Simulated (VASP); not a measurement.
A run of VASP 6.6.1:

INCAR

```
ALGO = Normal
EDIFF = 1E-6
ENCUT = 520
GGA = PE
ISIF = 2
ISMEAR = -1
LASPH = True
LCHARG = True
LELF = True
LREAL = False
LVHAR = True
LWAVE = False
NBANDS = 8
NELM = 60
PREC = Accurate
SIGMA = 0.05
```

KPOINTS

```
k-points
0
Gamma
  19 19 19
```

File POSCAR:

```
As
1.0
   -1.4238162110      1.4238162110      1.4238162110
    1.4238162110     -1.4238162110      1.4238162110
    1.4238162110      1.4238162110     -1.4238162110
As
1
Direct
    0.0000000000      0.0000000000      0.0000000000
```

Potentials or basis: VASP PAW PBE potentials, release 64 (As).

Launch:

```bash
$ cat potpaw_PBE.64/As/POTCAR > POTCAR
$ mpirun -np 1 vasp_std > vasp.out
```

Hardware: 1 thread of Intel(R) Xeon(R) Platinum 8488C (Sapphire Rapids), with other jobs on the host.

How long does it take, and how much memory?

Wall time 8.4 s on 1 thread of Intel(R) Xeon(R) Platinum 8488C (Sapphire Rapids), with other jobs on the host, peak memory 0.13 GiB. Counts: scf iterations 9, k points 220.
